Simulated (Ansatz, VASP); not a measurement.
Ir in VASP and in Ansatz

```
Ir
1.0
     1.84078    1.06277    1.39383
    -1.84078    1.06277    1.39383
     0.00000   -2.12555    1.39383
Ir
1
Direct
  0.50000 0.50000 0.50000
```

Alike in both runs: task relaxation of cell and atoms; functional PBEsol; k mesh 21 × 21 × 21; occupations gaussian, width 0.1 eV; no spin polarisation.

|  | VASP | Ansatz |
| --- | --- | --- |
| version | VASP 6.6.1 | Ansatz 0.2.0 |
| potentials or method | VASP PAW PBE potentials, release 64 (Ir), cutoff 600 eV | scalar-relativistic, plane waves, PAW |
| valence electrons in the cell | 9 | 17 |

|  | VASP | Ansatz | Ansatz less VASP |
| --- | --- | --- | --- |
| gap on the k mesh at the Fermi level, each at its own relaxed structure (eV) | none | none | - |
| relaxed volume (Å³/atom) | 16.43 | 16.39 | -0.035 |
| relaxed cell length with the largest relative difference (Å) | 2.542 | 2.540 | -0.0018 |

VASP's potentials were made for PBE, not for PBEsol. A gap of «none» marks a metal or a gap that the smearing closes. VASP's potentials hold 9 valence electrons a cell and Ansatz's 17, so a difference there can come from the potentials and not from the codes.

Neither program's run includes spin-orbit coupling.
